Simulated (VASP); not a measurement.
Input of a VASP 6.6.1 run:

The input POSCAR:

```
B
1.0
    1.7137831372      0.0000000000      0.0000000000
   -0.8568915686      1.4841797248      0.0000000000
    0.0000000000      0.0000000000      3.5874309954
B
1
Direct
    0.0000000000      0.0000000000      0.0000000000
```

The input INCAR.step1:

```
SYSTEM = B
PREC = Accurate ; ENCUT = 520
ISMEAR = -1 ; SIGMA = 0.15
LREAL = .FALSE. ; LASPH = .TRUE.
NELM = 60 ; NBANDS = 8
GGA = PE ; ALGO = Normal
EDIFF = 1E-4 ; LWAVE = .TRUE.
LCHARG = .FALSE.
```

File INCAR.step2:

```
SYSTEM = B
PREC = Accurate ; ENCUT = 520
EDIFF = 1E-7 ; ISMEAR = -1
SIGMA = 0.15 ; LREAL = .FALSE.
LASPH = .TRUE. ; NELM = 60
ALGO = Normal ; ISIF = 2
LWAVE = .FALSE. ; LCHARG = .TRUE.
METAGGA = R2SCAN ; LMIXTAU = .TRUE.
LELF = .TRUE. ; LVHAR = .TRUE.
NBANDS = 8 ; ISTART = 1
```

KPOINTS

```
regular mesh
0
G
  23 23 10
  0 0 0
```

Potentials or basis: VASP PAW PBE potentials, release 64 (B).

Run with:

```sh
$ cat potpaw_PBE.64/B/POTCAR > POTCAR
$ cp INCAR.step1 INCAR
$ mpirun -np 1 vasp_std > vasp.out
$ cp INCAR.step2 INCAR
$ mpirun -np 1 vasp_std > vasp.out
```

(1) Predict the pressure.

Results:

(1) -2.5 GPa.

Caveat: the PAW data sets were made with another functional, which shifts forces and pressure a little.
